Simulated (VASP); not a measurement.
Input of a VASP 6.6.1 run:

File INCAR:

```
PREC = Accurate
ENCUT = 520
EDIFF = 1E-6
ISMEAR = 0
SIGMA = 0.05
LREAL = False
LASPH = True
NELM = 100
ALGO = Normal
ISIF = 2
LWAVE = False
LCHARG = True
GGA = PS
LELF = True
LVHAR = True
NBANDS = 16
```

The input KPOINTS:

```
Automatic mesh
0
Gamma
  9 9 6
```

Contents of POSCAR:

```
AlN
1.0
    3.3808000000      0.0000000000      0.0000000000
   -1.6904000000      2.9278586851      0.0000000000
    0.0000000000      0.0000000000      4.0584000000
Al N
2 2
Direct
    0.3333333333      0.6666666667      0.7500000000
    0.6666666667      0.3333333333      0.2500000000
    0.3333333333      0.6666666667      0.2500000000
    0.6666666667      0.3333333333      0.7500000000
```

Potentials or basis: VASP PAW PBE potentials, release 64 (Al, N).

Command:

```console
$ cat potpaw_PBE.64/Al/POTCAR potpaw_PBE.64/N/POTCAR > POTCAR
$ mpirun -np 1 vasp_std > vasp.out
```

(1) Predict the band gap on the k mesh.

(2) Predict the pressure.

## Answers

(1) 3.27 eV, direct.

(2) -5.9 GPa.

Caveat: the PAW data sets were made with another functional, which shifts forces and pressure a little.
